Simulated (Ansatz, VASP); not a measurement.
## Si: VASP beside Ansatz

Contents of INCAR:

```
PREC = Accurate
ENCUT = 520
EDIFF = 1E-7
ISMEAR = -1
SIGMA = 0.05
LREAL = F
LASPH = T
NELM = 80
ALGO = Normal
ISIF = 2
LWAVE = F
LCHARG = T
GGA = PE
LELF = T
LVHAR = T
NBANDS = 11
```

The input KPOINTS:

```
Automatic mesh
0
Gamma
  13 13 13
```

POSCAR

```
Si
1.0
    0.0000000000      2.7797586233      2.7797586233
    2.7797586233      0.0000000000      2.7797586233
    2.7797586233      2.7797586233      0.0000000000
Si
2
Direct
    0.0000000000      0.0000000000      0.0000000000
    0.2500000000      0.2500000000      0.2500000000
```

Input for Ansatz:

```yaml
crystal:
  lattice:
    - [0.0, 2.7797586233, 2.7797586233]
    - [2.7797586233, 0.0, 2.7797586233]
    - [2.7797586233, 2.7797586233, 0.0]
  atoms:
    - { symbol: Si, position: [0.0, 0.0, 0.0] }
    - { symbol: Si, position: [0.25, 0.25, 0.25] }
kpoints:
  mp_grid: { grid: [13, 13, 13] }
scf:
  occupations: { method: fermi_dirac, width: 0.05 }
hamiltonian:
  xc: pbe
  pseudopotentials: { kind: all_electron, lapw: { basis_error: 0.00025 } }
output:
  forces: true
  stress: true
  eigenvalues: true
```

Change from the starting cell: volume scaled by 1.05.

Alike in both runs: task single point; functional PBE; k mesh 13 × 13 × 13; occupations fermi-dirac, width 0.05 eV; no spin polarisation.

```csv
,VASP,Ansatz
version,VASP 6.6.1,Ansatz 0.2.0
potentials or method,"VASP PAW PBE potentials, release 64 (Si), cutoff 520 eV","all-electron LAPW, scalar-relativistic"
```

```tsv
	VASP	Ansatz	Ansatz less VASP
pressure (GPa)	-3.9	-3.9	+0.05
```

Ansatz ran all-electron here, and VASP with PAW potentials.
